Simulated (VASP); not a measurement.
# Ir (Fm-3m) in VASP: further runs

Ir is run at these levels: LDA; tasks: single point, relaxation of volume and atoms at fixed shape.

Everything below comes from runs of VASP 6.6.1. Logs are shortened: lines on timing, memory, paths and dates and some standing lists are left out, and cuts for length are marked.

## (1) The cell of the first run

Symmetry: Fm-3m, No. 225, cubic system. Conventional cell: a = 3.811 Å, b = 3.811 Å, c = 3.811 Å, α = 90.00°, β = 90.00°, γ = 90.00°. Ir (site symmetry m-3m) has 12 Ir at 2.69 Å within 3.6 Å.

## (2) Single point, LDA

The input, INCAR:

```
SYSTEM = Ir
PREC     = Accurate       ! precision mode
ENCUT    = 520            ! plane-wave cutoff, eV
EDIFF    = 1E-6           ! SCF threshold, eV
ISMEAR   = 1              ! smearing method
SIGMA    = 0.1            ! smearing width, eV
LREAL    = .False.        ! projectors in reciprocal space
LASPH    = .True.         ! aspherical terms in the spheres
NELM     = 80             ! most SCF steps
ALGO     = Normal         ! electronic algorithm
ISIF     = 2              ! what is computed and relaxed
LWAVE    = .False.        ! write WAVECAR
LCHARG   = .False.        ! write CHGCAR
NBANDS   = 10             ! bands
```

The input, KPOINTS:

```
Automatic mesh
0
Gamma
  10 10 10
  0 0 0
```

The input, POSCAR:

```
Ir
1.0
    0.0000000000      1.9055139871      1.9055139871
    1.9055139871      0.0000000000      1.9055139871
    1.9055139871      1.9055139871      0.0000000000
Ir
1
Direct
    0.0000000000      0.0000000000      0.0000000000
```

Potentials or basis: VASP PAW LDA potentials, release 64 (Ir).

Command:

```console
> cat potpaw_LDA.64/Ir/POTCAR > POTCAR
> mpirun -np 1 vasp_std > vasp.out
```

OUTCAR:

```text
SYSTEM = Ir
   PREC = Accurate
   ENCUT = 520
   EDIFF = 1E-6
   ISMEAR = 1
   LREAL = .False.
   LASPH = .True.
   NELM = 80
   ISIF = 2

 ion  position               nearest neighbor table
   1  0.000  0.000  0.000-

  LATTYP: Found a face centered cubic cell.
 ALAT       =     3.8110279742

  Lattice vectors:

 A1 = (   0.0000000000,   1.9055139871,   1.9055139871)
 A2 = (   1.9055139871,   0.0000000000,   1.9055139871)
 A3 = (   1.9055139871,   1.9055139871,   0.0000000000)

Analysis of symmetry for initial positions (statically):
=====================================================================
 Subroutine PRICEL returns:
 Original cell was already a primitive cell.

 Routine SETGRP: Setting up the symmetry group for a
 face centered cubic supercell.

 Subroutine GETGRP returns: Found 48 space group operations
 (whereof 48 operations were pure point group operations)
 out of a pool of 48 trial point group operations.

The static configuration has the point symmetry O_h .

Analysis of symmetry for dynamics (positions and initial velocities):
=====================================================================
 Subroutine PRICEL returns:
 Original cell was already a primitive cell.

 Routine SETGRP: Setting up the symmetry group for a
 face centered cubic supercell.

 Subroutine GETGRP returns: Found 48 space group operations
 (whereof 48 operations were pure point group operations)
 out of a pool of 48 trial point group operations.

The dynamic configuration has the point symmetry O_h .

 Subroutine INISYM returns: Found 48 space group operations
 (whereof 48 operations are pure point group operations),
 and found     1 'primitive' translations

----------------------------------------------------------------------------------------

                                     Primitive cell

  volume of cell :      13.8378

  direct lattice vectors                    reciprocal lattice vectors
     0.000000000  1.905513987  1.905513987    -0.262396395  0.262396395  0.262396395
     1.905513987  0.000000000  1.905513987     0.262396395 -0.262396395  0.262396395
     1.905513987  1.905513987  0.000000000     0.262396395  0.262396395 -0.262396395

  length of vectors
     2.694803724  2.694803724  2.694803724     0.454483887  0.454483887  0.454483887

[... 73 lines left out ...]
   LNONCOLLINEAR =      F non collinear calculations
   LSORBIT =      F    spin-orbit coupling
   LASPH  =      T    aspherical Exc in radial PAW
   ENCUT  =  520.0 eV  38.22 Ry    6.18 a.u.   5.01  5.01  5.01*2*pi/ulx,y,z
   NELM   =     80;   NELMIN=  2; NELMDL= -5     # of ELM steps
   EDIFF  = 0.1E-05   stopping-criterion for ELM
   LREAL  =      F    real-space projection
[... 7 lines left out ...]
   TEBEG  =    0.0;   TEEND  =   0.0 temperature during run
   PSTRESS=    0.0 pullay stress
   NELECT =       9.0000    total number of electrons
   NUPDOWN=      -1.0000    fix difference up-down
   EMIN   =  10.00;   EMAX   =-10.00  energy-range for DOS
   EFERMI =   0.00;   METHOD = LEGACY
   ISMEAR =     1;   SIGMA  =   0.10  broadening in eV -4-tet -1-fermi 0-gaus
   EFERMI_NEDOS =   21; number of points for ismear=-14 and -15
   IALGO  =     38    algorithm
   IMIX   =      4    mixing-type and parameters
     AMIX     =   0.40;   BMIX     =  1.00
     AMIX_MAG =   1.60;   BMIX_MAG =  1.00
  volume/ion in A,a.u.               =      13.84        93.38
  Fermi-wavevector in a.u.,A,eV,Ry     =   1.418405  2.680396 27.373183  2.011872
  Thomas-Fermi vector in A             =   2.539534
   LORBIT       =      0    0 simple, 1 ext, 2 COOP (PROOUT), +10 PAW based schemes
   GGA     = CA    functional components
   LHFCALC =     F    Hartree Fock is set to
   AEXX    =    0.0000 exact exchange contribution
   IVDW    =     0    specifies the selected vdW correction
   LEPSILON=     F    determine dielectric tensor
   LRPA    =     F    only Hartree local field effects (RPA)
 non-spin polarized calculation
 Methfessel and Paxton  Order N= 1 SIGMA  =   0.10
  energy-cutoff  :      520.00
  volume of cell :       13.84
 maximum number of plane-waves:       388
   NGX =  9   NGY =  9   NGZ =  9

 number of electron       9.0000001 magnetization

 Free energy of the ion-electron system (eV)
  ---------------------------------------------------
  ext. energy  EPLUGINS =         0.00000000
  ---------------------------------------------------
  free energy    TOTEN  =       -10.32781676 eV

  energy without entropy =      -10.32723767  energy(sigma->0) =      -10.32762373

 E-fermi :  10.7774     XC(G=0): -14.2674

 val. band max:       10.7535597357   @ k =  -0.3000   0.3000   0.1000
 cond. band min:      10.8065323980   @ k =  -0.4000   0.5000   0.1000
 fundamental gap:      0.0529726623
 Fermi energy:        10.7773976802

 k-point     1 :       0.0000    0.0000    0.0000
  band No.  band energies     occupation
      1      -0.6406      2.00000
      2       6.6497      2.00000
      3       6.6497      2.00000
      4       6.6497      2.00000
      5       9.4812      2.00000
      6       9.4812      2.00000
      7      24.9965      0.00000
      8      30.6763      0.00000
      9      30.6763      0.00000
     10      30.6763      0.00000
[... 287 lines left out ...]
 k-point    24 :       0.4000    0.3000    0.0000
  band No.  band energies     occupation
      1       3.1726      2.00000
      2       3.8789      2.00000
      3       7.9745      2.00000
      4       9.8088      2.00000
      5      11.5211     -0.00000
      6      11.5477     -0.00000
      7      23.7491      0.00000
      8      26.0028      0.00000
      9      27.0651      0.00000
     10      32.0344      0.00000

 [... further k-points ...]

------------------------ aborting loop because EDIFF is reached ----------------------------------------

  FORCE on cell =-STRESS in cart. coord.  units (eV):
  Direction    XX          YY          ZZ          XY          YZ          ZX
  --------------------------------------------------------------------------------------
  -------------------------------------------------------------------------------------
  Total        0.2265906      0.2265906      0.2265906      0.0000000     -0.0000000      0.0000000
  in kB       26.2353033     26.2353033     26.2353033      0.0000000     -0.0000000      0.0000000
  external PRESSURE =      26.2353033 kB  Pullay stress =       0.0000000 kB

 VOLUME and BASIS-vectors are now :
 -----------------------------------------------------------------------------
  energy-cutoff  :      520.00
  volume of cell :       13.84
      direct lattice vectors                 reciprocal lattice vectors
     0.000000000  1.905513987  1.905513987    -0.262396395  0.262396395  0.262396395
     1.905513987  0.000000000  1.905513987     0.262396395 -0.262396395  0.262396395
     1.905513987  1.905513987  0.000000000     0.262396395  0.262396395 -0.262396395

 POSITION                                       TOTAL-FORCE (eV/Angst)
 -----------------------------------------------------------------------------------
      0.00000      0.00000      0.00000         0.000000      0.000000      0.000000
 -----------------------------------------------------------------------------------
    total drift:                                0.000000     -0.000000     -0.000000

  FREE ENERGIE OF THE ION-ELECTRON SYSTEM (eV)
  ---------------------------------------------------
  free  energy   TOTEN  =       -10.3278167572 eV

  energy  without entropy=      -10.3272376739  energy(sigma->0) =      -10.32762373
```

OSZICAR:

```text
N       E                     dE             d eps       ncg     rms          rms(c)
DAV:   1     0.494439273855E+02    0.49444E+02   -0.43517E+03   940   0.823E+02
DAV:   2    -0.100073712000E+02   -0.59451E+02   -0.55854E+02   960   0.203E+02
DAV:   3    -0.109238878465E+02   -0.91652E+00   -0.91496E+00  1108   0.306E+01
DAV:   4    -0.109334459974E+02   -0.95582E-02   -0.95564E-02  1074   0.286E+00
DAV:   5    -0.109336479258E+02   -0.20193E-03   -0.20192E-03  1094   0.402E-01    0.167E+01
DAV:   6    -0.104303564283E+02    0.50329E+00   -0.85910E-01  1056   0.114E+01    0.668E+00
DAV:   7    -0.103352905754E+02    0.95066E-01   -0.26205E-01  1138   0.575E+00    0.144E+00
DAV:   8    -0.103331127618E+02    0.21778E-02   -0.17304E-03  1026   0.416E-01    0.119E+00
DAV:   9    -0.103278338276E+02    0.52789E-02   -0.25559E-03  1044   0.758E-01    0.396E-02
DAV:  10    -0.103278161959E+02    0.17632E-04   -0.15375E-05  1364   0.434E-02    0.124E-02
DAV:  11    -0.103278167572E+02   -0.56124E-06   -0.16727E-06  1004   0.954E-03
   1 F= -.10327817E+02 E0= -.10327624E+02  d E =-.579083E-03
```

stdout:

```text
POSCAR found type information on POSCAR Ir
 POSCAR found :  1 types and       1 ions
 scaLAPACK will be used
 LDA part: xc-table for (Slater(with rela. corr.)+CA(PZ))
 , standard interpolation
 POSCAR, INCAR and KPOINTS ok, starting setup
 FFT: planning ... GRIDC
 FFT: planning ... GRID_SOFT
 FFT: planning ... GRID
 WAVECAR not read
 entering main loop
```

Run time: 9.9 s. Hardware: 1 thread of Intel Xeon 8259CL, shared host; peak memory 0.13 GiB.

What came out:

| Property | Result |
| --- | --- |
| Free energy | -10.3278 eV |
| Pressure | 2.6 GPa |
| Band gap on the k mesh | zero (an odd number of electrons rules out a gap without spin polarisation) |

Levels at points of the mesh, in eV from the Fermi level:
| k point | band 2 | band 3 | band 4 | band 5 | band 6 | band 7 |
| --- | --- | --- | --- | --- | --- | --- |
| (0.00, 0.00, 0.00) | -4.13 | -4.13 | -4.13 | -1.30 | -1.30 | 14.22 |
| (0.50, 0.00, 0.00) | -4.22 | -4.22 | -0.84 | 0.86 | 0.86 | 7.42 |
| (0.50, 0.50, 0.00) | -7.69 | 0.86 | 1.45 | 1.45 | 1.66 | 10.76 |

Caveat: spin-orbit coupling is left out, which moves the levels of the heavy elements.

## (3) Relaxation of volume and atoms at fixed shape, LDA

This run uses another cell than the first one, of 14.06 Å³/atom.

The input, INCAR:

```
SYSTEM = Ir
ALGO = Normal
EDIFF = 1E-7
EDIFFG = -0.03
ENCUT = 600
GGA = CA
IBRION = 2
ISIF = 8
ISMEAR = 1
LASPH = .True.
LCHARG = .False.
LREAL = .False.
LWAVE = .False.
NELM = 100
NSW = 80
PREC = Accurate
SIGMA = 0.1
```

The input, KPOINTS:

```
k-points
0
Gamma
  10 10 10
  0 0 0
```

The input, POSCAR:

```
Ir
1.0
    0.0000000000      1.9156000000      1.9156000000
    1.9156000000      0.0000000000      1.9156000000
    1.9156000000      1.9156000000      0.0000000000
Ir
1
Direct
    0.0000000000      0.0000000000      0.0000000000
```

Potentials or basis: VASP PAW LDA potentials, release 64 (Ir).

Command:

```console
> cat potpaw_LDA.64/Ir/POTCAR > POTCAR
> mpirun -np 1 vasp_std > vasp.out
```

OUTCAR:

```text
SYSTEM = Ir
   EDIFF = 1E-7
   EDIFFG = -0.03
   ENCUT = 600
   GGA = CA
   IBRION = 2
   ISIF = 8
   ISMEAR = 1
   LASPH = .True.
   LREAL = .False.
   NELM = 100
   NSW = 80
   PREC = Accurate

 ion  position               nearest neighbor table
   1  0.000  0.000  0.000-

  LATTYP: Found a face centered cubic cell.
 ALAT       =     3.8312000000

  Lattice vectors:

 A1 = (   0.0000000000,   1.9156000000,   1.9156000000)
 A2 = (   1.9156000000,   0.0000000000,   1.9156000000)
 A3 = (   1.9156000000,   1.9156000000,   0.0000000000)

Analysis of symmetry for initial positions (statically):
=====================================================================
 Subroutine PRICEL returns:
 Original cell was already a primitive cell.

[... 252 lines left out ...]
 cond. band min:      10.6838326391   @ k =  -0.4000   0.5000   0.1000
 fundamental gap:      0.0528357057
 Fermi energy:        10.6548123586

 k-point     1 :       0.0000    0.0000    0.0000
  band No.  band energies     occupation
      1      -0.6887      2.00000
      2       6.5695      2.00000
      3       6.5695      2.00000
      4       6.5695      2.00000
      5       9.3712      2.00000
      6       9.3712      2.00000
      7      24.8907      0.00000
      8      30.5294      0.00000
[... 243 lines left out ...]
 k-point    24 :       0.4000    0.3000    0.0000
  band No.  band energies     occupation
      1       3.1198      2.00000
      2       3.8261      2.00000
      3       7.8777      2.00000
      4       9.6969      2.00000
      5      11.3884     -0.00000
      6      11.4184     -0.00000
      7      23.5657      0.00000
      8      25.8198      0.00000

 [... further k-points ...]

------------------------ aborting loop because EDIFF is reached ----------------------------------------

  FORCE on cell =-STRESS in cart. coord.  units (eV):
  Direction    XX          YY          ZZ          XY          YZ          ZX
  --------------------------------------------------------------------------------------
  -------------------------------------------------------------------------------------
  Total       -0.0054999     -0.0054999     -0.0054999      0.0000000     -0.0000000     -0.0000000
  in kB       -0.6325150     -0.6325150     -0.6325150      0.0000000     -0.0000000     -0.0000000
  external PRESSURE =      -0.6325150 kB  Pullay stress =       0.0000000 kB
[... 16 lines left out ...]
  FREE ENERGIE OF THE ION-ELECTRON SYSTEM (eV)
  ---------------------------------------------------
  free  energy   TOTEN  =       -10.3287247496 eV

  energy  without entropy=      -10.3281312795  energy(sigma->0) =      -10.32852693

 reached required accuracy - stopping structural energy minimisation
```

OSZICAR:

```text
N       E                     dE             d eps       ncg     rms          rms(c)
DAV:   1     0.463678744964E+02    0.46368E+02   -0.48567E+03   752   0.115E+03
[... 22 lines left out ...]
DAV:   1    -0.103970869148E+02   -0.94246E-01   -0.27581E+00   816   0.287E+01    0.256E+00
DAV:   2    -0.103353157727E+02    0.61771E-01   -0.16202E-01   808   0.574E+00    0.106E+00
DAV:   3    -0.103287373982E+02    0.65784E-02   -0.28832E-02   928   0.223E+00    0.313E-01
DAV:   4    -0.103287003475E+02    0.37051E-04   -0.45187E-04   968   0.192E-01    0.703E-02
DAV:   5    -0.103287213262E+02   -0.20979E-04   -0.35568E-05  1016   0.600E-02    0.104E-02
DAV:   6    -0.103287247391E+02   -0.34129E-05   -0.14188E-06   968   0.778E-03    0.402E-04
DAV:   7    -0.103287247496E+02   -0.10482E-07   -0.19261E-08   528   0.167E-03
   3 F= -.10328725E+02 E0= -.10328527E+02  d E =-.149047E-02
```

CONTCAR:

```text
Ir
   1.00000000000000
     0.0000000000000000    1.9098025706138864    1.9098025706138864
     1.9098025706138864    0.0000000000000000    1.9098025706138864
     1.9098025706138864    1.9098025706138864    0.0000000000000000
  Ir
     1
Direct
     0.0000000000000000    0.0000000000000000    0.0000000000000000

  0.00000000E+00  0.00000000E+00  0.00000000E+00
```

Run time: 30 s. Hardware: 1 thread of Intel Xeon 8259CL, shared host; peak memory 0.16 GiB.

Results:

```
Free energy                           : -10.3287 eV
Relaxed volume                        : 13.93 Å³/atom
Relaxed cell                          : a = 2.701 Å, b = 2.701 Å, c = 2.701 Å, α = 60.00°, β = 60.00°, γ = 60.00°
Space group after relaxing (to 0.1 Å) : Fm-3m (No. 225)
Energy gained by relaxing             : 1.5 meV/atom
Ionic steps                           : 3
Pressure after relaxing               : -0.1 GPa
Band gap on the k mesh                : zero (an odd number of electrons rules out a gap without spin polarisation)
```

Step by step:
| step | energy change (eV) | largest force (eV/Å) | pressure (GPa) | volume (Å³) |
| --- | --- | --- | --- | --- |
| 1 | 0.0000 | 0.0000 | -3.66 | 14.06 |
| 2 | 0.0244 | 0.0000 | 16.75 | 13.41 |
| 3 | -0.0015 | 0.0000 | -0.06 | 13.93 |

Final structure:
```xyz
1
Lattice="0.0000 1.9098 1.9098 1.9098 0.0000 1.9098 1.9098 1.9098 0.0000" Properties=species:S:1:pos:R:3 pbc="T T T"
Ir    0.0000    0.0000    0.0000
```

Levels at points of the mesh, in eV from the Fermi level:
```
           k point  band 1  band 2  band 3  band 4  band 5  band 6  band 7  band 8
(0.00, 0.00, 0.00)  -11.34   -4.09   -4.09   -4.09   -1.28   -1.28   14.24   19.87
(0.50, 0.00, 0.00)   -8.35   -4.17   -4.17   -0.83    0.85    0.85    7.35   13.78
(0.50, 0.50, 0.00)   -8.17   -7.61    0.85    1.43    1.43    1.67   10.66   11.70
```

Caveat: spin-orbit coupling is left out, which moves the levels of the heavy elements.
